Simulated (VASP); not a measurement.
The system is Ge.

```
Ge
1.0
     0.00000    2.88060    2.88060
     2.88060    0.00000    2.88060
     2.88060    2.88060    0.00000
Ge
2
Direct
  0.00000 0.00000 0.00000
  0.25000 0.25000 0.25000
```

| Property | Result |
| --- | --- |
| Program | VASP 6.6.1 |
| Task | relaxation of cell and atoms |
| Functional | PBEsol |
| Potentials or basis | VASP PAW PBE potentials, release 64 (Ge_d) |
| Cutoff | 600 eV |
| k mesh | 8 × 8 × 8 |
| Occupations | fermi-dirac, width 0.02 eV |
| Spin | no spin polarisation |

At the start: pressure -2.7 GPa; volume 23.90 Å³/atom.

Question: How do energy, volume and symmetry change on relaxing?

Answer: Over 7 steps the energy falls by 9.5 meV/atom and the volume is 22.86 Å³/atom (-4.4 %); space group Fd-3m (No. 227, to 0.1 Å) before and after.

The path:
| step | energy change (eV) | largest force (eV/Å) | pressure (GPa) | volume (Å³) |
| --- | --- | --- | --- | --- |
| 1 | 0.0000 | 0.0000 | -2.74 | 47.81 |
| 2 | -0.0172 | 0.0000 | 0.94 | 45.03 |
| 3 | -0.0190 | 0.0000 | 0.15 | 45.66 |
| 4 | -0.0190 | 0.0000 | -0.31 | 45.77 |
| 5 | -0.0190 | 0.0000 | 0.05 | 45.70 |
| 6 | -0.0190 | 0.0000 | -0.18 | 45.75 |
| 7 | -0.0190 | 0.0000 | -0.01 | 45.71 |

Final structure:
```xyz
2
Lattice="0.0000 2.8380 2.8380 2.8380 0.0000 2.8380 2.8380 2.8380 0.0000" Properties=species:S:1:pos:R:3 pbc="T T T"
Ge    0.0000    0.0000    0.0000
Ge    1.4190    1.4190    1.4190
```

Caveat: the PAW data sets were made with another functional, which shifts forces and pressure a little.
